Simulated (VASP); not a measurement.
Input of a VASP 6.6.1 run:

Contents of POSCAR:

```
Ga3Se
1.0
    4.3876895650      0.0000000000      0.0000000000
    0.0000000000      4.3876895650      0.0000000000
    0.0000000000      0.0000000000      4.3876895650
Se Ga
1 3
Direct
    0.0000000000      0.0000000000      0.0000000000
    0.5000000000      0.5000000000      0.0000000000
    0.5000000000      0.0000000000      0.5000000000
    0.0000000000      0.5000000000      0.5000000000
```

INCAR.step1

```
PREC = Accurate ; ENCUT = 520
ISMEAR = 0 ; SIGMA = 0.02
LREAL = F ; LASPH = T
NELM = 80 ; NBANDS = 30
GGA = PE ; ALGO = Normal
EDIFF = 1E-4 ; LWAVE = T
LCHARG = F
```

File INCAR.step2:

```
PREC = Accurate ; ENCUT = 520
EDIFF = 1E-6 ; ISMEAR = 0
SIGMA = 0.02 ; LREAL = F
LASPH = T ; NELM = 80
ALGO = Normal ; ISIF = 2
LWAVE = F ; LCHARG = F
METAGGA = R2SCAN ; LMIXTAU = T
NBANDS = 30 ; ISTART = 1
```

KPOINTS

```
Automatic mesh
0
Gamma
  8 8 8
```

Potentials or basis: VASP PAW PBE potentials, release 64 (Se, Ga_d).

Command:

```console
$ cat potpaw_PBE.64/Se/POTCAR potpaw_PBE.64/Ga_d/POTCAR > POTCAR
$ cp INCAR.step1 INCAR
$ mpirun -np 1 vasp_std > vasp.out
$ cp INCAR.step2 INCAR
$ mpirun -np 1 vasp_std > vasp.out
```

(1) Estimate the pressure.

## Answers

(1) -0.5 GPa.

Caveat: the PAW data sets were made with another functional, which shifts forces and pressure a little.
